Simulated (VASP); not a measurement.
A run of VASP 6.6.1 is set up as follows.

INCAR

```
SYSTEM = InSb3
PREC = Accurate ; ENCUT = 520
EDIFF = 1E-6 ; ISMEAR = -1
SIGMA = 0.05 ; LREAL = .FALSE.
LASPH = .TRUE. ; NELM = 80
ALGO = Normal ; ISIF = 2
LWAVE = .FALSE. ; LCHARG = .FALSE.
GGA = PE ; NBANDS = 22
```

The input KPOINTS:

```
regular mesh
0
G
  5 5 5
  0 0 0
```

Contents of POSCAR:

```
InSb3
1.0
    0.0000000000      3.7945550000      3.7945550000
    3.7945550000      0.0000000000      3.7945550000
    3.7945550000      3.7945550000      0.0000000000
In Sb
1 3
Direct
    0.0000000000      0.0000000000      0.0000000000
    0.2500000000      0.2500000000      0.2500000000
    0.7500000000      0.7500000000      0.7500000000
    0.5000000000      0.5000000000      0.5000000000
```

Potentials or basis: VASP PAW PBE potentials, release 64 (In_d, Sb).

Run with:

```sh
$ cat potpaw_PBE.64/In_d/POTCAR potpaw_PBE.64/Sb/POTCAR > POTCAR
$ mpirun -np 1 vasp_std > vasp.out
```

Question: What does it give for the band gap on the k mesh?

Answer: Zero (band 14 reaches 8.33 eV, above the bottom of band 15 at 5.69 eV).

Question: Estimate the pressure.

Answer: -0.2 GPa.

Caveat: spin-orbit coupling is left out, which moves the levels of the heavy elements.
